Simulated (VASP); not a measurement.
# Ge2W3 (R-3m) in VASP: a series of runs

Runs on Ge2W3. Level: PBE. Tasks: single point, relaxation of cell and atoms.

Program: VASP 6.6.1. These are calculated values, not measurements. Logs are shortened: lines on timing, memory, paths and dates and some standing lists are left out, and cuts for length are marked.

**1. The cell of the first run**

The structure is trigonal, space group R-3m (No. 166). Conventional cell: a = 4.595 Å, b = 4.595 Å, c = 13.183 Å, α = 90.00°, β = 90.00°, γ = 120.00°. Ge (site symmetry 3m) has 11 W at 2.63 to 3.19 Å and 3 Ge at 2.79 Å within 3.5 Å. W (site symmetry 3m) has 7 Ge at 2.63 to 3.19 Å and 7 W at 2.65 to 3.17 Å within 3.5 Å. W (site symmetry -3m) has 8 Ge at 2.63 to 3.18 Å and 6 W at 2.79 Å within 3.5 Å.

The cell was generated, and may not be a known phase.

**2. Single point, PBE**

INCAR reads:

```
SYSTEM = Ge2W3
ALGO = Normal
EDIFF = 1E-6
ENCUT = 500
GGA = PE
GGA_COMPAT = .False.
ISIF = 2
ISMEAR = 0
LASPH = .True.
LCHARG = .True.
LELF = .True.
LREAL = .False.
LVHAR = .True.
LWAVE = .False.
NBANDS = 43
NELM = 120
PREC = Accurate
SIGMA = 0.1
```

KPOINTS reads:

```
k-points
0
Gamma
  6 6 6
  0 0 0
```

POSCAR reads:

```
Ge2W3
1.0
    2.2975698960      1.3265025979      4.3941682067
   -2.2975698960      1.3265025979      4.3941682067
    0.0000000000     -2.6530051958      4.3941682067
Ge W
2 3
Direct
    0.1998432673      0.1998432673      0.1998432673
    0.8001567327      0.8001567327      0.8001567327
    0.6006667631      0.6006667631      0.6006667631
    0.3993332369      0.3993332369      0.3993332369
    0.0000000000      0.0000000000      0.0000000000
```

Potentials or basis: VASP PAW PBE potentials, release 64 (Ge_d, W_sv).

The run is started by

```sh
$ cat potpaw_PBE.64/Ge_d/POTCAR potpaw_PBE.64/W_sv/POTCAR > POTCAR
$ mpirun -np 1 vasp_std > vasp.out
```

OUTCAR:

```text
SYSTEM = Ge2W3
   EDIFF = 1E-6
   ENCUT = 500
   GGA = PE
   ISIF = 2
   ISMEAR = 0
   LASPH = .True.
   LREAL = .False.
   NELM = 120
   PREC = Accurate

 ion  position               nearest neighbor table
   1  0.200  0.200  0.200-   4 2.63   5 2.63   2 2.79   2 2.79   2 2.79   3 2.80   3 2.80   3 2.80
                             5 3.18   5 3.18   5 3.18   4 3.19   4 3.19   4 3.19
   2  0.800  0.800  0.800-   3 2.63   5 2.63   1 2.79   1 2.79   1 2.79   4 2.80   4 2.80   4 2.80
                             5 3.18   5 3.18   5 3.18   3 3.19   3 3.19   3 3.19
   3  0.601  0.601  0.601-   2 2.63   4 2.65   5 2.79   5 2.79   5 2.79   1 2.80   1 2.80   1 2.80
                             4 3.17   4 3.17   4 3.17   2 3.19   2 3.19   2 3.19
   4  0.399  0.399  0.399-   1 2.63   3 2.65   5 2.79   5 2.79   5 2.79   2 2.80   2 2.80   2 2.80
                             3 3.17   3 3.17   3 3.17   1 3.19   1 3.19   1 3.19
   5  0.000  0.000  0.000-   1 2.63   2 2.63   3 2.79   4 2.79   3 2.79   3 2.79   4 2.79   4 2.79
                             1 3.18   2 3.18   1 3.18   2 3.18   1 3.18   2 3.18

  LATTYP: Found a trigonal (rhomboedric) cell.
 ALAT       =     5.1329475741
 COS(alpha) =     0.5992866578

  Lattice vectors:

 A1 = (   2.2975698960,   1.3265025979,   4.3941682067)
 A2 = (  -2.2975698960,   1.3265025979,   4.3941682067)
 A3 = (   0.0000000000,  -2.6530051958,   4.3941682067)

Analysis of symmetry for initial positions (statically):
=====================================================================
 Subroutine PRICEL returns:
 Original cell was already a primitive cell.

 Routine SETGRP: Setting up the symmetry group for a
 trigonal (rhombohedral) supercell.

 Subroutine GETGRP returns: Found 12 space group operations
 (whereof 12 operations were pure point group operations)
 out of a pool of 12 trial point group operations.

The static configuration has the point symmetry D_3d.

Analysis of symmetry for dynamics (positions and initial velocities):
=====================================================================
 Subroutine PRICEL returns:
 Original cell was already a primitive cell.

 Routine SETGRP: Setting up the symmetry group for a
 trigonal (rhombohedral) supercell.

 Subroutine GETGRP returns: Found 12 space group operations
 (whereof 12 operations were pure point group operations)
 out of a pool of 12 trial point group operations.

The dynamic configuration has the point symmetry D_3d.

 Subroutine INISYM returns: Found 12 space group operations
 (whereof 12 operations are pure point group operations),
 and found     1 'primitive' translations

----------------------------------------------------------------------------------------

                                     Primitive cell

  volume of cell :      80.3535

  direct lattice vectors                    reciprocal lattice vectors
     2.297569896  1.326502598  4.394168207     0.217621236  0.125643679  0.075858119
    -2.297569896  1.326502598  4.394168207    -0.217621236  0.125643679  0.075858119
     0.000000000 -2.653005196  4.394168207     0.000000000 -0.251287358  0.075858119

  length of vectors
     5.132947574  5.132947574  5.132947574     0.262487696  0.262487696  0.262487696

  position of ions in fractional coordinates (direct lattice)
     0.199843267  0.199843267  0.199843267
     0.800156733  0.800156733  0.800156733
     0.600666763  0.600666763  0.600666763
     0.399333237  0.399333237  0.399333237
     0.000000000  0.000000000  0.000000000

  ion indices of the primitive-cell ions
   primitive index   ion index
                 1           1
                 2           2
                 3           3
                 4           4
                 5           5

----------------------------------------------------------------------------------------

 KPOINTS: k-points

Automatic generation of k-mesh.
 Grid dimensions read from file:
 generate k-points for:    6    6    6

 Generating k-lattice:

  Cartesian coordinates                     Fractional coordinates (reciprocal lattice)
     0.036270206  0.020940613  0.012643020     0.166666667  0.000000000  0.000000000
    -0.036270206  0.020940613  0.012643020     0.000000000  0.166666667  0.000000000
     0.000000000 -0.041881226  0.012643020     0.000000000  0.000000000  0.166666667

  Length of vectors
     0.043747949  0.043747949  0.043747949

  Shift w.r.t. Gamma in fractional coordinates (k-lattice)
     0.000000000  0.000000000  0.000000000

 Subroutine IBZKPT returns following result:
 ===========================================

 Found     32 irreducible k-points:

 Following reciprocal coordinates:
            Coordinates               Weight
  0.000000  0.000000  0.000000      1.000000
  0.166667 -0.000000  0.000000      6.000000
  0.333333  0.000000  0.000000      6.000000
  0.500000  0.000000  0.000000      3.000000
  0.166667  0.166667  0.000000      6.000000
[... 30 lines left out ...]
   ISYM   =      2    0-nonsym 1-usesym 2-fastsym
   POTIM  = 0.5000    time-step for ionic-motion
   TEBEG  =    0.0;   TEEND  =   0.0 temperature during run
   PSTRESS=    0.0 pullay stress
   NELECT =      70.0000    total number of electrons
   NUPDOWN=      -1.0000    fix difference up-down
   EMIN   =  10.00;   EMAX   =-10.00  energy-range for DOS
   EFERMI =   0.00;   METHOD = LEGACY
   ISMEAR =     0;   SIGMA  =   0.10  broadening in eV -4-tet -1-fermi 0-gaus
   EFERMI_NEDOS =   21; number of points for ismear=-14 and -15
   IALGO  =     38    algorithm
   IMIX   =      4    mixing-type and parameters
     AMIX     =   0.40;   BMIX     =  1.00
     AMIX_MAG =   1.60;   BMIX_MAG =  1.00
  volume/ion in A,a.u.               =      16.07       108.45
  Fermi-wavevector in a.u.,A,eV,Ry     =   1.563529  2.954641 33.261111  2.444623
  Thomas-Fermi vector in A             =   2.666287
   LORBIT       =      0    0 simple, 1 ext, 2 COOP (PROOUT), +10 PAW based schemes
   GGA     = PE    functional components
   LHFCALC =     F    Hartree Fock is set to
   AEXX    =    0.0000 exact exchange contribution
   IVDW    =     0    specifies the selected vdW correction
   LEPSILON=     F    determine dielectric tensor
   LRPA    =     F    only Hartree local field effects (RPA)
 non-spin polarized calculation
 Gauss-broadening in eV      SIGMA  =   0.10
  energy-cutoff  :      500.00
  volume of cell :       80.35
 maximum number of plane-waves:      2093
 NGX is ok and might be reduce to    40
   NGX = 19   NGY = 19   NGZ = 19

 number of electron      69.9999997 magnetization

 Free energy of the ion-electron system (eV)
  ---------------------------------------------------
  ext. energy  EPLUGINS =         0.00000000
  ---------------------------------------------------
  free energy    TOTEN  =       -45.89903369 eV

  energy without entropy =      -45.88301914  energy(sigma->0) =      -45.89102642

 E-fermi :  10.2739     XC(G=0): -12.9979

 val. band max:       10.2431245393   @ k =  -0.3333   0.1667   0.1667
 cond. band min:      10.2851337993   @ k =   0.5000   0.5000   0.1667
 fundamental gap:      0.0420092599
 Fermi energy:        10.2738813420

 k-point     1 :       0.0000    0.0000    0.0000
  band No.  band energies     occupation
      1     -63.9774      2.00000
      2     -63.7463      2.00000
      3     -63.7013      2.00000
      4     -28.3788      2.00000
      5     -28.3788      2.00000
      6     -28.2999      2.00000
[... 35 lines left out ...]
     42      14.1702      0.00000
     43      14.1702      0.00000

 k-point     2 :       0.1667   -0.0000    0.0000
  band No.  band energies     occupation
      1     -63.9750      2.00000
      2     -63.7479      2.00000
      3     -63.7021      2.00000
      4     -28.3998      2.00000
      5     -28.3971      2.00000
      6     -28.2749      2.00000
[... 35 lines left out ...]
     42      13.4839      0.00000
     43      13.8715      0.00000

 k-point     3 :       0.3333    0.0000    0.0000
  band No.  band energies     occupation
      1     -63.9701      2.00000
      2     -63.7513      2.00000
      3     -63.7037      2.00000
      4     -28.4329      2.00000
      5     -28.4301      2.00000
      6     -28.2917      2.00000
[... 919 lines left out ...]
      6     -28.2603      2.00000
[... 35 lines left out ...]
     42      13.1468      0.00000
     43      13.4790      0.00000

 k-point    24 :      -0.3333    0.5000    0.1667
  band No.  band energies     occupation
      1     -63.9677      2.00000
      2     -63.7484      2.00000
      3     -63.7091      2.00000
      4     -28.4648      2.00000
      5     -28.3755      2.00000
      6     -28.2912      2.00000
[... 35 lines left out ...]
     42      13.3120      0.00000
     43      14.1741      0.00000

 [... further k-points ...]

------------------------ aborting loop because EDIFF is reached ----------------------------------------

  FORCE on cell =-STRESS in cart. coord.  units (eV):
  Direction    XX          YY          ZZ          XY          YZ          ZX
  --------------------------------------------------------------------------------------
  -------------------------------------------------------------------------------------
  Total        0.0873207      0.0873207      0.1662920      0.0000000     -0.0000000      0.0000000
  in kB        1.7410967      1.7410967      3.3157149      0.0000000     -0.0000000      0.0000000
  external PRESSURE =       2.2659695 kB  Pullay stress =       0.0000000 kB

 VOLUME and BASIS-vectors are now :
 -----------------------------------------------------------------------------
  energy-cutoff  :      500.00
  volume of cell :       80.35
      direct lattice vectors                 reciprocal lattice vectors
     2.297569896  1.326502598  4.394168207     0.217621236  0.125643679  0.075858119
    -2.297569896  1.326502598  4.394168207    -0.217621236  0.125643679  0.075858119
     0.000000000 -2.653005196  4.394168207     0.000000000 -0.251287358  0.075858119

 POSITION                                       TOTAL-FORCE (eV/Angst)
 -----------------------------------------------------------------------------------
      0.00000      0.00000      2.63443         0.000000      0.000000     -0.020399
      0.00000      0.00000     10.54807         0.000000     -0.000000      0.020399
      0.00000      0.00000      7.91829         0.000000      0.000000      0.012143
      0.00000      0.00000      5.26421         0.000000     -0.000000     -0.012143
      0.00000      0.00000      0.00000         0.000000     -0.000000      0.000000
 -----------------------------------------------------------------------------------
    total drift:                                0.000000      0.000000      0.000000

  FREE ENERGIE OF THE ION-ELECTRON SYSTEM (eV)
  ---------------------------------------------------
  free  energy   TOTEN  =       -45.8990336933 eV

  energy  without entropy=      -45.8830191412  energy(sigma->0) =      -45.89102642
```

Wall time 2 min (1 thread of Intel Xeon Platinum 8375C at 2.90GHz (Ice Lake), shared host); peak memory 0.28 GiB.

Results:

```yaml
Free_energy: -45.8990 eV
Pressure: 0.2 GPa
Largest_force: 0.020 eV/Å
Band_gap_on_the_k_mesh: zero (bands 35 and 36 overlap by 0.32 eV)
```

Forces in eV/Å, atoms in the order of the input:
```
Ge   0.000  0.000 -0.020
Ge   0.000  0.000  0.020
W    0.000  0.000  0.012
W    0.000  0.000 -0.012
W    0.000  0.000  0.000
```

Levels at points of the mesh, in eV from the Fermi level:
```csv
k point,band 32,band 33,band 34,band 35,band 36,band 37,band 38,band 39
"(0.00, 0.00, 0.00)",-2.41,-2.01,-1.02,-1.02,1.51,1.51,1.67,1.96
"(0.50, 0.00, 0.00)",-2.32,-1.23,-0.73,0.33,0.45,0.67,0.94,1.87
"(0.50, 0.50, 0.00)",-1.97,-1.65,-0.61,-0.55,0.19,0.44,1.85,1.91
"(0.50, 0.50, 0.50)",-2.15,-1.98,-1.98,-0.34,1.71,1.71,1.95,1.95
```

Caveat: spin-orbit coupling is left out, which moves the levels of the heavy elements.

**3. Single point, PBE**

This run uses another cell than the first one, of 18.79 Å³/atom.

INCAR reads:

```
SYSTEM = Ge2W3
PREC     = Accurate       ! precision mode
ENCUT    = 500            ! plane-wave cutoff, eV
EDIFF    = 1E-6           ! SCF threshold, eV
ISMEAR   = 0              ! smearing method
SIGMA    = 0.1            ! smearing width, eV
LREAL    = .FALSE.        ! projectors in reciprocal space
LASPH    = .TRUE.         ! aspherical terms in the spheres
NELM     = 120            ! most SCF steps
ALGO     = Normal         ! electronic algorithm
ISIF     = 2              ! what is computed and relaxed
LWAVE    = .FALSE.        ! write WAVECAR
LCHARG   = .FALSE.        ! write CHGCAR
GGA      = PE             ! functional
NBANDS   = 43             ! bands
GGA_COMPAT= .FALSE.
```

KPOINTS reads:

```
regular mesh
0
G
  6 6 6
  0 0 0
```

POSCAR reads:

```
Ge2W3
1.0
    2.3396396300      1.3507915700      4.9547325900
   -2.3396396300      1.3507915700      4.9547325900
    0.0000000000     -2.7015831400      4.9547325900
Ge W
2 3
Direct
    0.2000460000      0.2000460000      0.2000460000
    0.7999540000      0.7999540000      0.7999540000
    0.5957440100      0.5957440100      0.5957440100
    0.4042559900      0.4042559900      0.4042559900
    0.0000000000      0.0000000000      0.0000000000
```

Potentials or basis: VASP PAW PBE potentials, release 64 (Ge_d, W_sv).

The run is started by

```sh
$ cat potpaw_PBE.64/Ge_d/POTCAR potpaw_PBE.64/W_sv/POTCAR > POTCAR
$ mpirun -np 1 vasp_std > vasp.out
```

Run time: 2.5 min. Hardware: 1 thread of Intel Xeon Platinum 8375C at 2.90GHz (Ice Lake), shared host; peak memory 0.28 GiB.

Results (log left out):

```
Free energy            : -44.4925 eV
Pressure               : -22.6 GPa
Largest force          : 0.241 eV/Å
Band gap on the k mesh : zero (bands 35 and 36 overlap by 0.45 eV)
```

Forces on the atoms (eV/Å):
```
Ge   0.000  0.000  0.241
Ge   0.000  0.000 -0.241
W    0.000  0.000  0.155
W    0.000  0.000 -0.155
W    0.000  0.000  0.000
```

Stress tensor (GPa, compression positive):
```
-19.47   0.00   0.00
  0.00 -19.47   0.00
  0.00   0.00 -28.89
```

Levels at points of the mesh, in eV from the Fermi level:
```
           k point  band 33  band 34  band 35  band 36  band 37  band 38
(0.00, 0.00, 0.00)    -1.52    -0.65    -0.65     0.64     1.12     1.12
(0.50, 0.00, 0.00)    -1.00    -0.54     0.26     0.45     0.48     1.21
(0.50, 0.50, 0.00)    -1.09    -0.40    -0.36    -0.18     0.20     1.45
(0.50, 0.50, 0.50)    -1.37    -1.37    -0.76     1.48     1.48     1.98
```

Caveat: the stress differs along the axes, from -29 to -19 GPa; spin-orbit coupling is left out, which moves the levels of the heavy elements.

**4. Relaxation of cell and atoms, PBE**

This run uses another cell than the first one, of 18.79 Å³/atom.

INCAR reads:

```
SYSTEM = Ge2W3
ALGO = Normal
EDIFF = 1E-7
EDIFFG = -0.04
ENCUT = 500
GGA = PE
GGA_COMPAT = .False.
IBRION = 2
ISIF = 3
ISMEAR = 0
LASPH = .True.
LCHARG = .False.
LREAL = .False.
LWAVE = .False.
NELM = 120
NELMIN = 4
NSW = 90
PREC = Accurate
SIGMA = 0.1
```

KPOINTS reads:

```
k-points
0
Gamma
  6 6 6
  0 0 0
```

POSCAR is that of step 3.

The run is started by

```sh
$ cat potpaw_PBE.64/Ge_d/POTCAR potpaw_PBE.64/W_sv/POTCAR > POTCAR
$ mpirun -np 1 vasp_std > vasp.out
```

Wall time 32 min (1 thread of Intel Xeon Platinum 8375C at 2.90GHz (Ice Lake), shared host); peak memory 0.33 GiB.

The run converged. Its results:

```yaml
Free_energy: -45.9049 eV
Relaxed_volume: 16.09 Å³/atom
Relaxed_cell: a = 5.136 Å, b = 5.136 Å, c = 5.136 Å, α = 53.16°, β = 53.16°, γ = 53.16°
Space_group_after_relaxing_to_0.1_Å: R-3m (No. 166)
Pressure_after_relaxing: 0.0 GPa
Largest_force_after_relaxing: 0.020 eV/Å
Band_gap_on_the_k_mesh: zero (bands 35 and 36 overlap by 0.32 eV)
```

Forces on the atoms (eV/Å):
```
Ge   0.000  0.000 -0.002
Ge   0.000  0.000  0.002
W    0.000  0.000 -0.020
W    0.000  0.000  0.020
W    0.000  0.000  0.000
```

Final structure:
```
CELL_PARAMETERS angstrom
2.29815 1.32684 4.39745
-2.29815 1.32684 4.39745
0.00000 -2.65367 4.39745
ATOMIC_POSITIONS crystal
Ge 0.19968 0.19968 0.19968
Ge 0.80032 0.80032 0.80032
W 0.60085 0.60085 0.60085
W 0.39915 0.39915 0.39915
W 0.00000 0.00000 0.00000
```

Levels at points of the mesh, in eV from the Fermi level:
| k point | band 32 | band 33 | band 34 | band 35 | band 36 | band 37 | band 38 | band 39 |
| --- | --- | --- | --- | --- | --- | --- | --- | --- |
| (0.00, 0.00, 0.00) | -2.40 | -2.00 | -1.02 | -1.02 | 1.50 | 1.50 | 1.66 | 1.95 |
| (0.50, 0.00, 0.00) | -2.31 | -1.23 | -0.73 | 0.33 | 0.46 | 0.67 | 0.94 | 1.86 |
| (0.50, 0.50, 0.00) | -1.97 | -1.66 | -0.61 | -0.55 | 0.19 | 0.45 | 1.86 | 1.91 |
| (0.50, 0.50, 0.50) | -2.15 | -1.97 | -1.97 | -0.35 | 1.70 | 1.70 | 1.95 | 1.95 |

Caveat: spin-orbit coupling is left out, which moves the levels of the heavy elements.

**5. Single point, PBE**

INCAR reads:

```
  ALGO = Normal
  EDIFF = 1E-6
  ENCUT = 500
  GGA = PE
  GGA_COMPAT = False
  ISIF = 2
  ISMEAR = 0
  LASPH = True
  LCHARG = False
  LREAL = False
  LWAVE = False
  NBANDS = 43
  NELM = 120
  PREC = Accurate
  SIGMA = 0.1
```

KPOINTS reads:

```
k-points
0
Gamma
  12 12 12
```

POSCAR reads:

```
Ge2W3
1.0
    2.2961736920      1.3256964992      4.3918265892
   -2.2961736920      1.3256964992      4.3918265892
    0.0000000000     -2.6513929984      4.3918265892
Ge W
2 3
Direct
    0.1999516289      0.1999516289      0.1999516289
    0.8000483711      0.8000483711      0.8000483711
    0.6004951315      0.6004951315      0.6004951315
    0.3995048685      0.3995048685      0.3995048685
    0.0000000000      0.0000000000      0.0000000000
```

The run is started by

```sh
$ cat potpaw_PBE.64/Ge_d/POTCAR potpaw_PBE.64/W_sv/POTCAR > POTCAR
$ mpirun -np 1 vasp_std > vasp.out
```

Run time: 9.7 min. Hardware: 1 thread of Intel Xeon Platinum 8375C at 2.90GHz (Ice Lake), shared host; peak memory 0.6 GiB.

The run converged. Its results:

- Free energy: -45.9239 eV
- Pressure: 0.3 GPa
- Largest force: 0.007 eV/Å
- Band gap on the k mesh: zero (bands 35 and 36 overlap by 0.64 eV)

Forces in eV/Å, atoms in the order of the input:
```
Ge   0.000  0.000 -0.004
Ge   0.000  0.000  0.004
W    0.000  0.000  0.007
W    0.000  0.000 -0.007
W    0.000  0.000  0.000
```

Stress tensor (GPa, compression positive):
```
0.25 0.00 0.00
0.00 0.25 0.00
0.00 0.00 0.37
```

Levels at points of the mesh, in eV from the Fermi level:
| k point | band 33 | band 34 | band 35 | band 36 | band 37 | band 38 |
| --- | --- | --- | --- | --- | --- | --- |
| (0.00, 0.00, 0.00) | -1.98 | -0.99 | -0.99 | 1.55 | 1.55 | 1.70 |
| (0.50, 0.00, 0.00) | -1.20 | -0.71 | 0.36 | 0.47 | 0.70 | 0.97 |
| (0.50, 0.50, 0.00) | -1.63 | -0.58 | -0.52 | 0.23 | 0.46 | 1.87 |
| (0.50, 0.50, 0.50) | -1.96 | -1.96 | -0.30 | 1.75 | 1.75 | 1.99 |

Caveat: spin-orbit coupling is left out, which moves the levels of the heavy elements.

**6. Overview**

```csv
task,cell,k mesh,gap on the mesh (eV),pressure (GPa),largest force (eV/Å)
single point,"a = 5.133 Å, angles 53.2°, 5 atoms, atomic positions A",6 × 6 × 6,none,0.2,0.02
single point,"a = 5.643 Å, angles 49.0°, 5 atoms, atomic positions B",6 × 6 × 6,none,-22.6,0.24
relaxation of cell and atoms,"relaxed from a = 5.643 Å, angles 49.0°, 5 atoms, atomic positions B",6 × 6 × 6,none,0.0,0.02
single point,"a = 5.130 Å, angles 53.2°, 5 atoms, atomic positions C",12 × 12 × 12,none,0.3,0.01
```

Alike in all rows: level PBE; potentials or basis VASP PAW PBE potentials, release 64 (Ge_d, W_sv); no spin polarisation; cutoff (eV) 500; smearing gaussian 0.1 eV.

Caveats: spin-orbit coupling is left out, which moves the levels of the heavy elements; the stress differs along the axes, from -29 to -19 GPa (at least some runs).

Total energies depend on the potentials used, so only differences within one code and one set of settings carry meaning.

The gap in the log of VASP goes by the Fermi energy; the results here count the filled bands.